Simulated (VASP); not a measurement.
Runs of VASP 6.6.1 on Au. The structure is that of space group Fm-3m (No. 225), or close to it. The cells are those of the table. 

| cell | gap on the mesh (eV) | pressure (GPa) |
| --- | --- | --- |
| a = 3.083 Å, angles 60.0°, 1 atom | none | (a) |
| a = 2.887 Å, angles 60.0°, 1 atom | none | 12.7 |
| a = 2.845 Å, angles 60.0°, 1 atom | none | 22.4 |
| a = 3.007 Å, angles 60.0°, 1 atom | none | -4.3 |
| a = 3.045 Å, angles 60.0°, 1 atom | none | (b) |
| a = 2.928 Å, angles 60.0°, 1 atom | none | 5.4 |
| a = 2.968 Å, angles 60.0°, 1 atom | none | -0.1 |

Alike in all rows: task single point; level RPBE; potentials or basis VASP PAW PBE potentials, release 64 (Au); no spin polarisation; k mesh 21 × 21 × 21; cutoff (eV) 520; smearing fermi-dirac 0.1 eV.

Problem. Estimate the missing entries.

Solution. (a) -9.6; (b) -7.4.

Caveats: the PAW data sets were made with another functional, which shifts forces and pressure a little; spin-orbit coupling is left out, which moves the levels of the heavy elements.

A k mesh can miss the band edges, and the runs leave out spin-orbit coupling on Au.

A gap of «none» marks levels without a gap at the run's occupations.
